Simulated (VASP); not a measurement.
# CuO (Cccm) in VASP: a series of runs

Aim: see how the results for CuO move with the level of theory and the settings. Levels: PBE, RPBE. Tasks: single point.

Program: VASP 6.6.1. These are calculated values, not measurements. Logs are shortened: lines on timing, memory, paths and dates and some standing lists are left out, and cuts for length are marked.

### Step 1. The cell of the first run

The structure is orthorhombic, space group Cccm (No. 66). Conventional cell: a = 4.141 Å, b = 4.479 Å, c = 5.156 Å, α = 90.00°, β = 90.00°, γ = 90.00°. Within 2.6 Å of Cu (site symmetry 2/m) lie 4 O at 2.00 Å. Within 2.6 Å of O (site symmetry 222) lie 4 Cu at 2.00 Å and 2 O at 2.58 Å.

### Step 2. Single point, PBE

INCAR

```
SYSTEM = CuO
ALGO     = Normal         ! electronic algorithm
EDIFF    = 1E-6           ! SCF threshold, eV
ENCUT    = 820            ! plane-wave cutoff, eV
GGA      = PE             ! functional
GGA_COMPAT= .FALSE.      
ISIF     = 2              ! what is computed and relaxed
ISMEAR   = -1             ! smearing method
LASPH    = .TRUE.         ! aspherical terms in the spheres
LCHARG   = .FALSE.        ! write CHGCAR
LREAL    = .FALSE.        ! projectors in reciprocal space
LWAVE    = .FALSE.        ! write WAVECAR
NBANDS   = 33             ! bands
NELM     = 120            ! most SCF steps
PREC     = Accurate       ! precision mode
SIGMA    = 0.05           ! smearing width, eV
```

KPOINTS

```
k-points
0
G
  7 7 5
  0 0 0
```

POSCAR

```
CuO
1.0
    2.0706067200     -2.2396920000      0.0000000000
    2.0706067200      2.2396920000      0.0000000000
    0.0000000000      0.0000000000      5.1559280000
Cu O
2 2
Direct
    0.5000000000      0.0000000000      0.0000000000
    0.0000000000      0.5000000000      0.5000000000
    0.5000000000      0.5000000000      0.2500000000
    0.5000000000      0.5000000000      0.7500000000
```

Potentials or basis: VASP PAW PBE potentials, release 64 (Cu_sv_GW, O).

Run with:

```bash
> cat potpaw_PBE.64/Cu_sv_GW/POTCAR potpaw_PBE.64/O/POTCAR > POTCAR
> mpirun -np 1 vasp_std > vasp.out
```

OUTCAR:

```text
SYSTEM = CuO
   EDIFF = 1E-6
   ENCUT = 820
   GGA = PE
   ISIF = 2
   ISMEAR = -1
   LASPH = .TRUE.
   LREAL = .FALSE.
   NELM = 120
   PREC = Accurate

 ion  position               nearest neighbor table
   1  0.500  0.000  0.000-   3 2.00   4 2.00   3 2.00   4 2.00
   2  0.000  0.500  0.500-   3 2.00   4 2.00   3 2.00   4 2.00
   3  0.500  0.500  0.250-   1 2.00   2 2.00   1 2.00   2 2.00
   4  0.500  0.500  0.750-   1 2.00   2 2.00   1 2.00   2 2.00

  LATTYP: Found a base centered orthorhombic cell.
 ALAT       =     4.1412134400
 B/A-ratio  =     1.0816597755
 C/A-ratio  =     1.2450283171

  Lattice vectors:

 A1 = (   2.0706067200,  -2.2396920000,   0.0000000000)
 A2 = (   2.0706067200,   2.2396920000,   0.0000000000)
 A3 = (   0.0000000000,   0.0000000000,   5.1559280000)

Analysis of symmetry for initial positions (statically):
=====================================================================
 Subroutine PRICEL returns:
 Original cell was already a primitive cell.

 Routine SETGRP: Setting up the symmetry group for a
 base centered orthorhombic supercell.

 Subroutine GETGRP returns: Found  8 space group operations
 (whereof  4 operations were pure point group operations)
 out of a pool of  8 trial point group operations.

The static configuration has the point symmetry C_2h.
 The point group associated with its full space group is D_2h.

Analysis of symmetry for dynamics (positions and initial velocities):
=====================================================================
 Subroutine PRICEL returns:
 Original cell was already a primitive cell.

 Routine SETGRP: Setting up the symmetry group for a
 base centered orthorhombic supercell.

 Subroutine GETGRP returns: Found  8 space group operations
 (whereof  4 operations were pure point group operations)
 out of a pool of  8 trial point group operations.

The dynamic configuration has the point symmetry C_2h.
 The point group associated with its full space group is D_2h.

 Subroutine INISYM returns: Found  8 space group operations
 (whereof  4 operations are pure point group operations),
 and found     1 'primitive' translations

----------------------------------------------------------------------------------------

                                     Primitive cell

  volume of cell :      47.8215

  direct lattice vectors                    reciprocal lattice vectors
     2.070606720 -2.239692000  0.000000000     0.241475117 -0.223244982  0.000000000
     2.070606720  2.239692000  0.000000000     0.241475117  0.223244982  0.000000000
     0.000000000  0.000000000  5.155928000     0.000000000  0.000000000  0.193951506

  length of vectors
     3.050185641  3.050185641  5.155928000     0.328859475  0.328859475  0.193951506

  position of ions in fractional coordinates (direct lattice)
     0.500000000  0.000000000  0.000000000
     0.000000000  0.500000000  0.500000000
     0.500000000  0.500000000  0.250000000
     0.500000000  0.500000000  0.750000000

  ion indices of the primitive-cell ions
   primitive index   ion index
                 1           1
                 2           2
                 3           3
                 4           4

----------------------------------------------------------------------------------------

 KPOINTS: k-points

Automatic generation of k-mesh.
 Grid dimensions read from file:
 generate k-points for:    7    7    5

 Generating k-lattice:

  Cartesian coordinates                     Fractional coordinates (reciprocal lattice)
     0.034496445 -0.031892140  0.000000000     0.142857143  0.000000000  0.000000000
     0.034496445  0.031892140  0.000000000     0.000000000  0.142857143  0.000000000
     0.000000000  0.000000000  0.038790301     0.000000000  0.000000000  0.200000000

  Length of vectors
     0.046979925  0.046979925  0.038790301

  Shift w.r.t. Gamma in fractional coordinates (k-lattice)
     0.000000000  0.000000000  0.000000000

 Subroutine IBZKPT returns following result:
 ===========================================

 Found     48 irreducible k-points:

 Following reciprocal coordinates:
            Coordinates               Weight
  0.000000  0.000000  0.000000      1.000000
  0.142857  0.000000  0.000000      4.000000
  0.285714  0.000000  0.000000      4.000000
  0.428571  0.000000  0.000000      4.000000
  0.142857  0.142857  0.000000      2.000000
  0.285714  0.142857  0.000000      4.000000
[... 16 lines left out ...]
  0.428571  0.142857  0.200000      8.000000
 -0.428571  0.142857  0.200000      8.000000
 [... further k-points ...]
   k-points           NKPTS =     48   k-points in BZ     NKDIM =     48   number of bands    NBANDS=     33
   number of dos      NEDOS =    301   number of ions     NIONS =      4
   total plane-waves  NPLWV =  37632
   dimension x,y,z NGX =    28 NGY =   28 NGZ =   48
   dimension x,y,z NGXF=    56 NGYF=   56 NGZF=   96
   ions per type =               2   2
   NGX,Y,Z   is equivalent  to a cutoff of  15.26, 15.26, 15.48 a.u.
   NGXF,Y,Z  is equivalent  to a cutoff of  30.52, 30.52, 30.95 a.u.
 SYSTEM =  CuO
   PREC   = accura    normal or accurate (medium, high low for compatibility)
   ISTART =      0    job   : 0-new  1-cont  2-samecut
   ICHARG =      2    charge: 1-file 2-atom 10-const
   ISPIN  =      1    spin polarized calculation?
   LNONCOLLINEAR =      F non collinear calculations
   LSORBIT =      F    spin-orbit coupling
   LASPH  =      T    aspherical Exc in radial PAW
   ENCUT  =  820.0 eV  60.27 Ry    7.76 a.u.   7.12  7.12 12.04*2*pi/ulx,y,z
   NELM   =    120;   NELMIN=  2; NELMDL= -5     # of ELM steps
   EDIFF  = 0.1E-05   stopping-criterion for ELM
   LREAL  =      F    real-space projection
   EDIFFG = 0.1E-04   stopping-criterion for IOM
   NSW    =      0    number of steps for IOM
   IBRION =     -1    ionic relax: 0-MD 1-quasi-New 2-CG
   NFREE  =      0    steps in history (QN), initial steepest desc. (CG)
   ISIF   =      2    stress and relaxation
   ISYM   =      2    0-nonsym 1-usesym 2-fastsym
   POTIM  = 0.5000    time-step for ionic-motion
   TEBEG  =    0.0;   TEEND  =   0.0 temperature during run
   PSTRESS=    0.0 pullay stress
   NELECT =      50.0000    total number of electrons
   NUPDOWN=      -1.0000    fix difference up-down
   EMIN   =  10.00;   EMAX   =-10.00  energy-range for DOS
   EFERMI =   0.00;   METHOD = LEGACY
   ISMEAR =    -1;   SIGMA  =   0.05  broadening in eV -4-tet -1-fermi 0-gaus
   EFERMI_NEDOS =   21; number of points for ismear=-14 and -15
   IALGO  =     38    algorithm
   IMIX   =      4    mixing-type and parameters
     AMIX     =   0.40;   BMIX     =  1.00
     AMIX_MAG =   1.60;   BMIX_MAG =  1.00
  volume/ion in A,a.u.               =      11.96        80.68
  Fermi-wavevector in a.u.,A,eV,Ry     =   1.661590  3.139950 37.564078  2.760882
  Thomas-Fermi vector in A             =   2.748627
   LORBIT       =      0    0 simple, 1 ext, 2 COOP (PROOUT), +10 PAW based schemes
   GGA     = PE    functional components
   LHFCALC =     F    Hartree Fock is set to
   AEXX    =    0.0000 exact exchange contribution
   IVDW    =     0    specifies the selected vdW correction
   LEPSILON=     F    determine dielectric tensor
   LRPA    =     F    only Hartree local field effects (RPA)
 non-spin polarized calculation
  energy-cutoff  :      820.00
  volume of cell :       47.82
 maximum number of plane-waves:      2571
   NGX = 15   NGY = 15   NGZ = 25

 number of electron      50.0000039 magnetization

 Free energy of the ion-electron system (eV)
  ---------------------------------------------------
  ext. energy  EPLUGINS =         0.00000000
  ---------------------------------------------------
  free energy    TOTEN  =       -19.82550864 eV

  energy without entropy =      -19.80976242  energy(sigma->0) =      -19.81763553

 E-fermi :   4.0117     XC(G=0): -11.2114

 val. band max:        3.9919786002   @ k =   0.1429   0.1429   0.2000
 cond. band min:       4.0994336986   @ k =   0.2857   0.1429   0.4000
 fundamental gap:      0.1074550984
 Fermi energy:         4.0117135749

 k-point     1 :       0.0000    0.0000    0.0000
  band No.  band energies     occupation
      1    -108.4748      2.00000
      2    -108.4747      2.00000
      3     -65.9643      2.00000
      4     -65.9643      2.00000
      5     -65.9359      2.00000
      6     -65.9317      2.00000
[... 25 lines left out ...]
     32      17.9108      0.00000
     33      18.3507      0.00000

 k-point     2 :       0.1429    0.0000    0.0000
  band No.  band energies     occupation
      1    -108.4748      2.00000
      2    -108.4746      2.00000
      3     -65.9657      2.00000
      4     -65.9643      2.00000
      5     -65.9356      2.00000
      6     -65.9319      2.00000
[... 25 lines left out ...]
     32      18.1091      0.00000
     33      18.3641      0.00000

 k-point     3 :       0.2857    0.0000    0.0000
  band No.  band energies     occupation
      1    -108.4747      2.00000
      2    -108.4745      2.00000
      3     -65.9686      2.00000
      4     -65.9641      2.00000
      5     -65.9347      2.00000
      6     -65.9323      2.00000
[... 25 lines left out ...]
     32      17.6118      0.00000
     33      18.3322      0.00000

 k-point     4 :       0.4286    0.0000    0.0000
  band No.  band energies     occupation
      1    -108.4745      2.00000
      2    -108.4745      2.00000
      3     -65.9710      2.00000
      4     -65.9639      2.00000
      5     -65.9338      2.00000
      6     -65.9329      2.00000
[... 25 lines left out ...]
     32      16.0385      0.00000
     33      17.7559      0.00000

 k-point     5 :       0.1429    0.1429    0.0000
  band No.  band energies     occupation
      1    -108.4748      2.00000
      2    -108.4745      2.00000
      3     -65.9658      2.00000
      4     -65.9654      2.00000
      5     -65.9352      2.00000
      6     -65.9321      2.00000
[... 604 lines left out ...]
 k-point    22 :       0.2857    0.1429    0.2000
  band No.  band energies     occupation
      1    -108.4746      2.00000
      2    -108.4745      2.00000
      3     -65.9686      2.00000
      4     -65.9654      2.00000
      5     -65.9343      2.00000
      6     -65.9326      2.00000
[... 25 lines left out ...]
     32      16.1830      0.00000
     33      18.1000      0.00000

 k-point    23 :       0.4286    0.1429    0.2000
  band No.  band energies     occupation
      1    -108.4746      2.00000
      2    -108.4745      2.00000
      3     -65.9711      2.00000
      4     -65.9653      2.00000
      5     -65.9336      2.00000
      6     -65.9330      2.00000
[... 25 lines left out ...]
     32      16.4794      0.00000
     33      17.4313      0.00000

 k-point    24 :      -0.4286    0.1429    0.2000
  band No.  band energies     occupation
      1    -108.4745      2.00000
      2    -108.4744      2.00000
      3     -65.9710      2.00000
      4     -65.9652      2.00000
      5     -65.9337      2.00000
      6     -65.9328      2.00000
[... 25 lines left out ...]
     32      16.7185      0.00000
     33      17.6465      0.00000

 [... further k-points ...]

------------------------ aborting loop because EDIFF is reached ----------------------------------------

  FORCE on cell =-STRESS in cart. coord.  units (eV):
  Direction    XX          YY          ZZ          XY          YZ          ZX
  --------------------------------------------------------------------------------------
  -------------------------------------------------------------------------------------
  Total       -2.2985410     -2.9534069     -2.2310561      0.0000000      0.0000000      0.0000000
  in kB      -77.0087504    -98.9489317    -74.7477820      0.0000000      0.0000000      0.0000000
  external PRESSURE =     -83.5684881 kB  Pullay stress =       0.0000000 kB

 VOLUME and BASIS-vectors are now :
 -----------------------------------------------------------------------------
  energy-cutoff  :      820.00
  volume of cell :       47.82
      direct lattice vectors                 reciprocal lattice vectors
     2.070606720 -2.239692000  0.000000000     0.241475117 -0.223244982  0.000000000
     2.070606720  2.239692000  0.000000000     0.241475117  0.223244982  0.000000000
     0.000000000  0.000000000  5.155928000     0.000000000  0.000000000  0.193951506

 POSITION                                       TOTAL-FORCE (eV/Angst)
 -----------------------------------------------------------------------------------
      1.03530     -1.11985      0.00000         0.000000      0.000000      0.000000
      1.03530      1.11985      2.57796        -0.000000      0.000000      0.000000
      2.07061      0.00000      1.28898        -0.000000      0.000000      0.000000
      2.07061      0.00000      3.86695        -0.000000     -0.000000      0.000000
 -----------------------------------------------------------------------------------
    total drift:                                0.000000     -0.000000     -0.000000

  FREE ENERGIE OF THE ION-ELECTRON SYSTEM (eV)
  ---------------------------------------------------
  free  energy   TOTEN  =       -19.8255086403 eV

  energy  without entropy=      -19.8097624151  energy(sigma->0) =      -19.81763553
```

Wall time 88 s (1 thread of AMD EPYC 9R45 (Zen 5), shared host); peak memory 0.26 GiB.

Results:

```
Free energy            : -19.8255 eV
Pressure               : -8.4 GPa
Band gap on the k mesh : zero (bands 25 and 26 overlap by 0.82 eV)
```

Stress tensor (GPa, compression positive):
```
-7.70  0.00  0.00
 0.00 -9.89  0.00
 0.00  0.00 -7.47
```

Caveat: the cell stands under tension; semilocal functionals often make such compounds metallic where correlation or magnetic order opens a gap, which also shifts bond lengths. With open d or f shells a metallic result of PBE can be an artefact of self-interaction; +U or a hybrid may open a gap.

### Step 3. Single point, RPBE

This run uses another cell than the first one, of 11.50 Å³/atom.

INCAR

```
SYSTEM = CuO
PREC = Accurate ; ENCUT = 820
EDIFF = 1E-6 ; ISMEAR = -1
SIGMA = 0.05 ; LREAL = .False.
LASPH = .True. ; NELM = 120
ALGO = Normal ; ISIF = 2
LWAVE = .False. ; LCHARG = .False.
GGA = RP ; NBANDS = 33
GGA_COMPAT = .False.
```

KPOINTS

```
Automatic mesh
0
Gamma
  9 9 5
  0 0 0
```

POSCAR

```
CuO
1.0
    2.0171679519     -2.1818894341      0.0000000000
    2.0171679519      2.1818894341      0.0000000000
    0.0000000000      0.0000000000      5.2237769386
Cu O
2 2
Direct
    0.5000000000      0.0000000000      0.0000000000
    0.0000000000      0.5000000000      0.5000000000
    0.5000000000      0.5000000000      0.2500000000
    0.5000000000      0.5000000000      0.7500000000
```

Potentials or basis: VASP PAW PBE potentials, release 64 (Cu_sv_GW, O).

Run with:

```bash
> cat potpaw_PBE.64/Cu_sv_GW/POTCAR potpaw_PBE.64/O/POTCAR > POTCAR
> mpirun -np 1 vasp_std > vasp.out
```

Run time: 3 min. Hardware: 1 thread of Intel Xeon Platinum 8488C (Sapphire Rapids), shared host; peak memory 0.35 GiB.

The run converged. Its results:

```
Free energy            : -18.1969 eV
Pressure               : -0.1 GPa
Band gap on the k mesh : zero (bands 25 and 26 overlap by 0.81 eV)
```

Stress tensor (GPa, compression positive):
```
 0.99  0.00  0.00
 0.00 -0.21  0.00
 0.00  0.00 -1.02
```

Levels at points of the mesh, in eV from the Fermi level:
```
           k point  band 21  band 22  band 23  band 24  band 25  band 26  band 27  band 28  band 29  band 30
(0.00, 0.00, 0.00)    -2.23    -2.22    -2.16    -1.80     0.57     0.75     1.35     6.13     7.15    13.28
```

Caveat: the PAW data sets were made with another functional, which shifts forces and pressure a little; semilocal functionals often make such compounds metallic where correlation or magnetic order opens a gap, which also shifts bond lengths. With open d or f shells a metallic result of RPBE can be an artefact of self-interaction; +U or a hybrid may open a gap.

The gap in the log of VASP goes by the Fermi energy; the results here count the filled bands.